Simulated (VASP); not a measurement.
A run of VASP 6.6.1 is set up as follows.

The input INCAR:

```
SYSTEM = BaZrO3
PREC = Accurate ; ENCUT = 520
EDIFF = 1E-6 ; ISMEAR = 0
SIGMA = 0.05 ; LREAL = .FALSE.
LASPH = .TRUE. ; NELM = 100
ALGO = Normal ; ISIF = 2
LWAVE = .FALSE. ; LCHARG = .FALSE.
NBANDS = 28
```

Contents of KPOINTS:

```
regular mesh
0
G
  6 6 6
  0 0 0
```

Contents of POSCAR:

```
BaZrO3
1.0
    4.2615092777      0.0000000000      0.0000000000
    0.0000000000      4.3755642706      0.0000000000
    0.0000000000      0.0000000000      4.1474542849
Ba Zr O
1 1 3
Direct
    0.5000000000      0.5000000000      0.5000000000
    0.0000000000      0.0000000000      0.0000000000
    0.5000000000      0.0000000000      0.0000000000
    0.0000000000      0.5000000000      0.0000000000
    0.0000000000      0.0000000000      0.5000000000
```

Potentials or basis: VASP PAW LDA potentials, release 64 (Ba_sv, Zr_sv, O).

Run with:

```bash
$ cat potpaw_LDA.64/Ba_sv/POTCAR potpaw_LDA.64/Zr_sv/POTCAR potpaw_LDA.64/O/POTCAR > POTCAR
$ mpirun -np 1 vasp_std > vasp.out
```

Estimate the pressure.

-10.2 GPa.

Predict the band gap on the k mesh.

2.82 eV, indirect (least direct gap 3.08 eV).

Stress tensor (GPa, compression positive):
```
-10.75   0.00   0.00
  0.00 -15.07   0.00
  0.00   0.00  -4.88
```

Caveat: the cell differs from its parent crystal (normal strain along x +0.0275, normal strain along y +0.0550); spin-orbit coupling is left out, which moves the levels of the heavy elements. A k mesh can miss the band edges.
